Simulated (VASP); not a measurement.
# HfBe2 (P6/mmm) in VASP: notebook

HfBe2 is run at these levels: LDA; tasks: single point.

Program: VASP 6.6.1. These are calculated values, not measurements. Logs are shortened: lines on timing, memory, paths and dates and some standing lists are left out, and cuts for length are marked.

## (1) The cell of the first run

Symmetry: P6/mmm, No. 191, hexagonal system. The conventional cell has a = 3.780 Å, b = 3.780 Å, c = 3.170 Å, α = 90.00°, β = 90.00°, γ = 120.00°. Hf (site symmetry 6/mmm) has 12 Be at 2.70 Å and 2 Hf at 3.17 Å within 3.6 Å. Be (site symmetry -6m2) has 3 Be at 2.18 Å and 6 Hf at 2.70 Å within 2.9 Å.

## (2) Single point, LDA

File INCAR:

```
ALGO = Normal
EDIFF = 1E-7
ENCUT = 520
ISIF = 2
ISMEAR = -1
LASPH = True
LCHARG = False
LREAL = False
LWAVE = False
NBANDS = 14
NELM = 100
PREC = Accurate
SIGMA = 0.1
```

File KPOINTS:

```
k-points
0
Gamma
  7 7 7
```

File POSCAR:

```
HfBe2
1.0
    3.7795010000      0.0000000000      0.0000000000
   -1.8897510000      3.2731440000      0.0000000000
    0.0000000000      0.0000000000      3.1699580000
Hf Be
1 2
Direct
    0.0000000000      0.0000000000      0.0000000000
    0.3333333333      0.6666666667      0.5000000000
    0.6666666667      0.3333333333      0.5000000000
```

Potentials or basis: VASP PAW LDA potentials, release 64 (Hf_pv, Be).

Launch:

```
$ cat potpaw_LDA.64/Hf_pv/POTCAR potpaw_LDA.64/Be/POTCAR > POTCAR
$ mpirun -np 1 vasp_std > vasp.out
```

OUTCAR:

```text
EDIFF = 1E-7
   ENCUT = 520
   ISIF = 2
   ISMEAR = -1
   LASPH = True
   LREAL = False
   NELM = 100
   PREC = Accurate

 ion  position               nearest neighbor table
   1  0.000  0.000  0.000-   3 2.70   3 2.70   2 2.70   2 2.70   3 2.70   3 2.70   2 2.70   2 2.70
                             2 2.70   3 2.70   2 2.70   3 2.70
   2  0.333  0.667  0.500-   3 2.18   3 2.18   3 2.18   1 2.70   1 2.70   1 2.70   1 2.70   1 2.70
                             1 2.70
   3  0.667  0.333  0.500-   2 2.18   2 2.18   2 2.18   1 2.70   1 2.70   1 2.70   1 2.70   1 2.70
                             1 2.70

  LATTYP: Found a hexagonal cell.
 ALAT       =     3.7795010000
 C/A-ratio  =     0.8387239479

  Lattice vectors:

 A1 = (   3.7795010000,   0.0000000000,   0.0000000000)
 A2 = (  -1.8897510000,   3.2731440000,   0.0000000000)
 A3 = (   0.0000000000,   0.0000000000,   3.1699580000)

Analysis of symmetry for initial positions (statically):
=====================================================================
 Subroutine PRICEL returns:
 Original cell was already a primitive cell.

 Routine SETGRP: Setting up the symmetry group for a
 hexagonal supercell.

 Subroutine GETGRP returns: Found 24 space group operations
 (whereof 24 operations were pure point group operations)
 out of a pool of 24 trial point group operations.

The static configuration has the point symmetry D_6h.

Analysis of symmetry for dynamics (positions and initial velocities):
=====================================================================
 Subroutine PRICEL returns:
 Original cell was already a primitive cell.

 Routine SETGRP: Setting up the symmetry group for a
 hexagonal supercell.

 Subroutine GETGRP returns: Found 24 space group operations
 (whereof 24 operations were pure point group operations)
 out of a pool of 24 trial point group operations.

The dynamic configuration has the point symmetry D_6h.

 Subroutine INISYM returns: Found 24 space group operations
 (whereof 24 operations are pure point group operations),
 and found     1 'primitive' translations

----------------------------------------------------------------------------------------

                                     Primitive cell

  volume of cell :      39.2151

  direct lattice vectors                    reciprocal lattice vectors
     3.779501000  0.000000000  0.000000000     0.264585193  0.152758367  0.000000000
    -1.889751000  3.273144000  0.000000000     0.000000000  0.305516653  0.000000000
     0.000000000  0.000000000  3.169958000     0.000000000  0.000000000  0.315461593

  length of vectors
     3.779501000  3.779501354  3.169958000     0.305516682  0.305516653  0.315461593

[... 92 lines left out ...]
   PSTRESS=    0.0 pullay stress
   NELECT =      14.0000    total number of electrons
   NUPDOWN=      -1.0000    fix difference up-down
   EMIN   =  10.00;   EMAX   =-10.00  energy-range for DOS
   EFERMI =   0.00;   METHOD = LEGACY
   ISMEAR =    -1;   SIGMA  =   0.10  broadening in eV -4-tet -1-fermi 0-gaus
   EFERMI_NEDOS =   21; number of points for ismear=-14 and -15
   IALGO  =     38    algorithm
   IMIX   =      4    mixing-type and parameters
     AMIX     =   0.40;   BMIX     =  1.00
     AMIX_MAG =   1.60;   BMIX_MAG =  1.00
  volume/ion in A,a.u.               =      13.07        88.21
  Fermi-wavevector in a.u.,A,eV,Ry     =   1.161359  2.194650 18.350921  1.348755
  Thomas-Fermi vector in A             =   2.297932
   LORBIT       =      0    0 simple, 1 ext, 2 COOP (PROOUT), +10 PAW based schemes
   GGA     = CA    functional components
   LHFCALC =     F    Hartree Fock is set to
   AEXX    =    0.0000 exact exchange contribution
   IVDW    =     0    specifies the selected vdW correction
   LEPSILON=     F    determine dielectric tensor
   LRPA    =     F    only Hartree local field effects (RPA)
 non-spin polarized calculation
  energy-cutoff  :      520.00
  volume of cell :       39.22
 maximum number of plane-waves:      1065
   NGX = 15   NGY = 15   NGZ = 11

 number of electron      13.9999998 magnetization

 Free energy of the ion-electron system (eV)
  ---------------------------------------------------
  ext. energy  EPLUGINS =         0.00000000
  ---------------------------------------------------
  free energy    TOTEN  =       -19.52769261 eV

  energy without entropy =      -19.46923348  energy(sigma->0) =      -19.49846305

 E-fermi :   4.3272     XC(G=0): -11.0162

 val. band max:        4.3089077445   @ k =   0.4286   0.0000   0.2857
 cond. band min:       4.3704193487   @ k =   0.0000   0.0000   0.2857
 fundamental gap:      0.0615116042
 Fermi energy:         4.3272205833

 k-point     1 :       0.0000    0.0000    0.0000
  band No.  band energies     occupation
      1     -25.4276      2.00000
      2     -25.4276      2.00000
      3     -25.1352      2.00000
      4      -3.5792      2.00000
      5       3.2986      1.99993
      6       3.2986      1.99993
      7       3.9062      1.97074
      8       8.1578      0.00000
      9       8.8373      0.00000
     10       8.8373      0.00000
     11      10.0732      0.00000
     12      10.0732      0.00000
     13      10.5503      0.00000
     14      12.6649      0.00000
[... 377 lines left out ...]
      1     -25.4903      2.00000
      2     -25.4611      2.00000
      3     -25.3946      2.00000
      4       0.3456      2.00000
      5       1.1497      2.00000
      6       2.1929      2.00000
      7       4.0783      1.84680
      8       4.2172      1.50075
      9       7.8256      0.00000
     10       8.9956      0.00000
     11      10.5760      0.00000
     12      11.6989      0.00000
     13      12.3026      0.00000
     14      13.7537      0.00000

 [... further k-points ...]
[... 5 lines left out ...]
  --------------------------------------------------------------------------------------
  -------------------------------------------------------------------------------------
  Total       -1.2698555     -1.2698556     -1.5941606      0.0000002     -0.0000000      0.0000000
  in kB      -51.8814139    -51.8814177    -65.1312723      0.0000079     -0.0000000      0.0000000
  external PRESSURE =     -56.2980346 kB  Pullay stress =       0.0000000 kB

 VOLUME and BASIS-vectors are now :
 -----------------------------------------------------------------------------
  energy-cutoff  :      520.00
  volume of cell :       39.22
      direct lattice vectors                 reciprocal lattice vectors
     3.779501000  0.000000000  0.000000000     0.264585193  0.152758367  0.000000000
    -1.889751000  3.273144000  0.000000000     0.000000000  0.305516653  0.000000000
     0.000000000  0.000000000  3.169958000     0.000000000  0.000000000  0.315461593

 POSITION                                       TOTAL-FORCE (eV/Angst)
 -----------------------------------------------------------------------------------
      0.00000      0.00000      0.00000        -0.000000      0.000000      0.000000
     -0.00000      2.18210      1.58498        -0.000000      0.000000      0.000000
      1.88975      1.09105      1.58498         0.000000     -0.000000      0.000000
 -----------------------------------------------------------------------------------
    total drift:                               -0.000000      0.000000      0.000000

  FREE ENERGIE OF THE ION-ELECTRON SYSTEM (eV)
  ---------------------------------------------------
  free  energy   TOTEN  =       -19.5276926117 eV

  energy  without entropy=      -19.4692334787  energy(sigma->0) =      -19.49846305
```

stdout:

```text
POSCAR found type information on POSCAR HfBe
 POSCAR found :  2 types and       3 ions
 scaLAPACK will be used
 LDA part: xc-table for (Slater(with rela. corr.)+CA(PZ))
 , standard interpolation
 POSCAR, INCAR and KPOINTS ok, starting setup
 FFT: planning ... GRIDC
 FFT: planning ... GRID_SOFT
 FFT: planning ... GRID
 WAVECAR not read
 entering main loop
```

Run time: 8 s. Hardware: 1 thread of Intel Xeon 6975P-C, shared host; peak memory 0.15 GiB.

Results:

| Quantity | Value |
| --- | --- |
| Free energy | -19.5277 eV |
| Pressure | -5.6 GPa |
| Band gap on the k mesh | zero (band 7 reaches 6.05 eV, above the bottom of band 8 at 3.67 eV) |

Stress tensor (GPa, compression positive):
```
-5.19  0.00  0.00
 0.00 -5.19  0.00
 0.00  0.00 -6.51
```

Caveat: spin-orbit coupling is left out, which moves the levels of the heavy elements.

## (3) Single point, LDA

File INCAR:

```
SYSTEM = HfBe2
PREC = Accurate
ENCUT = 520
EDIFF = 1E-6
ISMEAR = -1
SIGMA = 0.1
LREAL = .FALSE.
LASPH = .TRUE.
NELM = 100
ALGO = Normal
ISIF = 2
LWAVE = .FALSE.
LCHARG = .FALSE.
GGA = CA
NBANDS = 14
```

File KPOINTS:

```
Automatic mesh
0
G
  7 7 7
  0 0 0
```

POSCAR is that of step 2.

Potentials or basis: VASP PAW LDA potentials, release 64 (Hf_pv, Be).

Launch:

```
$ cat potpaw_LDA.64/Hf_pv/POTCAR potpaw_LDA.64/Be/POTCAR > POTCAR
$ mpirun -np 1 vasp_std > vasp.out
```

OUTCAR:

```text
SYSTEM = HfBe2
   PREC = Accurate
   ENCUT = 520
   EDIFF = 1E-6
   ISMEAR = -1
   LREAL = .FALSE.
   LASPH = .TRUE.
   NELM = 100
   ISIF = 2
   GGA = CA

 ion  position               nearest neighbor table
   1  0.000  0.000  0.000-   3 2.70   3 2.70   2 2.70   2 2.70   3 2.70   3 2.70   2 2.70   2 2.70
                             2 2.70   3 2.70   2 2.70   3 2.70
   2  0.333  0.667  0.500-   3 2.18   3 2.18   3 2.18   1 2.70   1 2.70   1 2.70   1 2.70   1 2.70
                             1 2.70
   3  0.667  0.333  0.500-   2 2.18   2 2.18   2 2.18   1 2.70   1 2.70   1 2.70   1 2.70   1 2.70
                             1 2.70

  LATTYP: Found a hexagonal cell.
 ALAT       =     3.7795010000
 C/A-ratio  =     0.8387239479

  Lattice vectors:

 A1 = (   3.7795010000,   0.0000000000,   0.0000000000)
 A2 = (  -1.8897510000,   3.2731440000,   0.0000000000)
 A3 = (   0.0000000000,   0.0000000000,   3.1699580000)

Analysis of symmetry for initial positions (statically):
=====================================================================
 Subroutine PRICEL returns:
 Original cell was already a primitive cell.

 Routine SETGRP: Setting up the symmetry group for a
 hexagonal supercell.

 Subroutine GETGRP returns: Found 24 space group operations
 (whereof 24 operations were pure point group operations)
 out of a pool of 24 trial point group operations.

The static configuration has the point symmetry D_6h.

Analysis of symmetry for dynamics (positions and initial velocities):
=====================================================================
 Subroutine PRICEL returns:
 Original cell was already a primitive cell.

 Routine SETGRP: Setting up the symmetry group for a
 hexagonal supercell.

 Subroutine GETGRP returns: Found 24 space group operations
 (whereof 24 operations were pure point group operations)
 out of a pool of 24 trial point group operations.

The dynamic configuration has the point symmetry D_6h.

 Subroutine INISYM returns: Found 24 space group operations
 (whereof 24 operations are pure point group operations),
 and found     1 'primitive' translations

----------------------------------------------------------------------------------------

                                     Primitive cell

  volume of cell :      39.2151

  direct lattice vectors                    reciprocal lattice vectors
     3.779501000  0.000000000  0.000000000     0.264585193  0.152758367  0.000000000
    -1.889751000  3.273144000  0.000000000     0.000000000  0.305516653  0.000000000
     0.000000000  0.000000000  3.169958000     0.000000000  0.000000000  0.315461593

  length of vectors
     3.779501000  3.779501354  3.169958000     0.305516682  0.305516653  0.315461593

  position of ions in fractional coordinates (direct lattice)
     0.000000000  0.000000000  0.000000000
     0.333333333  0.666666667  0.500000000
     0.666666667  0.333333333  0.500000000

  ion indices of the primitive-cell ions
   primitive index   ion index
                 1           1
                 2           2
                 3           3

----------------------------------------------------------------------------------------

 KPOINTS: Automatic mesh

[... 27 lines left out ...]
  0.428571  0.000000  0.000000      6.000000
  0.142857  0.142857  0.000000      6.000000
  0.285714  0.142857  0.000000     12.000000
[... 16 lines left out ...]
  0.428571  0.142857  0.285714     12.000000
  0.285714  0.285714  0.285714     12.000000
 [... further k-points ...]
   k-points           NKPTS =     32   k-points in BZ     NKDIM =     32   number of bands    NBANDS=     14
   number of dos      NEDOS =    301   number of ions     NIONS =      3
   total plane-waves  NPLWV =  18816
   dimension x,y,z NGX =    28 NGY =   28 NGZ =   24
   dimension x,y,z NGXF=    56 NGYF=   56 NGZF=   48
   ions per type =               1   2
   NGX,Y,Z   is equivalent  to a cutoff of  12.32, 12.32, 12.59 a.u.
   NGXF,Y,Z  is equivalent  to a cutoff of  24.63, 24.63, 25.17 a.u.
 SYSTEM =  HfBe2
   PREC   = accura    normal or accurate (medium, high low for compatibility)
   ISTART =      0    job   : 0-new  1-cont  2-samecut
   ICHARG =      2    charge: 1-file 2-atom 10-const
   ISPIN  =      1    spin polarized calculation?
   LNONCOLLINEAR =      F non collinear calculations
   LSORBIT =      F    spin-orbit coupling
   LASPH  =      T    aspherical Exc in radial PAW
   ENCUT  =  520.0 eV  38.22 Ry    6.18 a.u.   7.03  7.03  5.89*2*pi/ulx,y,z
   NELM   =    100;   NELMIN=  2; NELMDL= -5     # of ELM steps
   EDIFF  = 0.1E-05   stopping-criterion for ELM
   LREAL  =      F    real-space projection
   EDIFFG = 0.1E-04   stopping-criterion for IOM
   NSW    =      0    number of steps for IOM
   IBRION =     -1    ionic relax: 0-MD 1-quasi-New 2-CG
   NFREE  =      0    steps in history (QN), initial steepest desc. (CG)
   ISIF   =      2    stress and relaxation
   ISYM   =      2    0-nonsym 1-usesym 2-fastsym
   POTIM  = 0.5000    time-step for ionic-motion
   TEBEG  =    0.0;   TEEND  =   0.0 temperature during run
   PSTRESS=    0.0 pullay stress
   NELECT =      14.0000    total number of electrons
   NUPDOWN=      -1.0000    fix difference up-down
   EMIN   =  10.00;   EMAX   =-10.00  energy-range for DOS
   EFERMI =   0.00;   METHOD = LEGACY
   ISMEAR =    -1;   SIGMA  =   0.10  broadening in eV -4-tet -1-fermi 0-gaus
   EFERMI_NEDOS =   21; number of points for ismear=-14 and -15
   IALGO  =     38    algorithm
   IMIX   =      4    mixing-type and parameters
     AMIX     =   0.40;   BMIX     =  1.00
     AMIX_MAG =   1.60;   BMIX_MAG =  1.00
  volume/ion in A,a.u.               =      13.07        88.21
  Fermi-wavevector in a.u.,A,eV,Ry     =   1.161359  2.194650 18.350921  1.348755
  Thomas-Fermi vector in A             =   2.297932
   LORBIT       =      0    0 simple, 1 ext, 2 COOP (PROOUT), +10 PAW based schemes
   GGA     = CA    functional components
   LHFCALC =     F    Hartree Fock is set to
   AEXX    =    0.0000 exact exchange contribution
   IVDW    =     0    specifies the selected vdW correction
   LEPSILON=     F    determine dielectric tensor
   LRPA    =     F    only Hartree local field effects (RPA)
 non-spin polarized calculation
  energy-cutoff  :      520.00
  volume of cell :       39.22
 maximum number of plane-waves:      1065
   NGX = 15   NGY = 15   NGZ = 11

 number of electron      13.9999998 magnetization

 Free energy of the ion-electron system (eV)
  ---------------------------------------------------
  ext. energy  EPLUGINS =         0.00000000
  ---------------------------------------------------
  free energy    TOTEN  =       -19.52769261 eV

  energy without entropy =      -19.46923348  energy(sigma->0) =      -19.49846304

 E-fermi :   4.3272     XC(G=0): -11.0162

 val. band max:        4.3089077446   @ k =   0.4286   0.0000   0.2857
 cond. band min:       4.3704193488   @ k =   0.0000   0.0000   0.2857
 fundamental gap:      0.0615116042
 Fermi energy:         4.3272205835

 k-point     1 :       0.0000    0.0000    0.0000
  band No.  band energies     occupation
      1     -25.4276      2.00000
      2     -25.4276      2.00000
      3     -25.1352      2.00000
      4      -3.5792      2.00000
      5       3.2986      1.99993
      6       3.2986      1.99993
      7       3.9062      1.97074
      8       8.1578      0.00000
      9       8.8373      0.00000
     10       8.8373      0.00000
     11      10.0732      0.00000
     12      10.0732      0.00000
     13      10.5503      0.00000
     14      12.6649      0.00000
[... 377 lines left out ...]
      1     -25.4903      2.00000
      2     -25.4611      2.00000
      3     -25.3946      2.00000
      4       0.3456      2.00000
      5       1.1497      2.00000
      6       2.1929      2.00000
      7       4.0783      1.84680
      8       4.2172      1.50075
      9       7.8256      0.00000
     10       8.9956      0.00000
     11      10.5760      0.00000
     12      11.6989      0.00000
     13      12.3026      0.00000
     14      13.7537      0.00000

 [... further k-points ...]
[... 5 lines left out ...]
  --------------------------------------------------------------------------------------
  -------------------------------------------------------------------------------------
  Total       -1.2698787     -1.2698788     -1.5939782      0.0000002     -0.0000000     -0.0000000
  in kB      -51.8823620    -51.8823658    -65.1238228      0.0000079     -0.0000000     -0.0000000
  external PRESSURE =     -56.2961836 kB  Pullay stress =       0.0000000 kB

 VOLUME and BASIS-vectors are now :
 -----------------------------------------------------------------------------
  energy-cutoff  :      520.00
  volume of cell :       39.22
      direct lattice vectors                 reciprocal lattice vectors
     3.779501000  0.000000000  0.000000000     0.264585193  0.152758367  0.000000000
    -1.889751000  3.273144000  0.000000000     0.000000000  0.305516653  0.000000000
     0.000000000  0.000000000  3.169958000     0.000000000  0.000000000  0.315461593

 POSITION                                       TOTAL-FORCE (eV/Angst)
 -----------------------------------------------------------------------------------
      0.00000      0.00000      0.00000         0.000000      0.000000      0.000000
     -0.00000      2.18210      1.58498        -0.000000      0.000000     -0.000000
      1.88975      1.09105      1.58498         0.000000     -0.000000      0.000000
 -----------------------------------------------------------------------------------
    total drift:                               -0.000000      0.000000      0.000000

  FREE ENERGIE OF THE ION-ELECTRON SYSTEM (eV)
  ---------------------------------------------------
  free  energy   TOTEN  =       -19.5276926099 eV

  energy  without entropy=      -19.4692334769  energy(sigma->0) =      -19.49846304
```

stdout:

```text
POSCAR found type information on POSCAR HfBe
 POSCAR found :  2 types and       3 ions
 scaLAPACK will be used
 LDA part: xc-table for (Slater(with rela. corr.)+CA(PZ))
 , standard interpolation
 POSCAR, INCAR and KPOINTS ok, starting setup
 FFT: planning ... GRIDC
 FFT: planning ... GRID_SOFT
 FFT: planning ... GRID
 WAVECAR not read
 entering main loop
```

Wall time 7.4 s (1 thread of Intel Xeon 6975P-C, shared host); peak memory 0.15 GiB.

Results:

| Item | Value |
| --- | --- |
| Free energy | -19.5277 eV |
| Pressure | -5.6 GPa |
| Band gap on the k mesh | zero (band 7 reaches 6.05 eV, above the bottom of band 8 at 3.67 eV) |

Stress tensor (GPa, compression positive):
```
-5.19  0.00  0.00
 0.00 -5.19  0.00
 0.00  0.00 -6.51
```

Levels at points of the mesh, in eV from the Fermi level:
| k point | band 5 | band 6 | band 7 | band 8 | band 9 | band 10 |
| --- | --- | --- | --- | --- | --- | --- |
| (0.00, 0.00, 0.00) | -1.03 | -1.03 | -0.42 | 3.83 | 4.51 | 4.51 |

Caveat: spin-orbit coupling is left out, which moves the levels of the heavy elements.
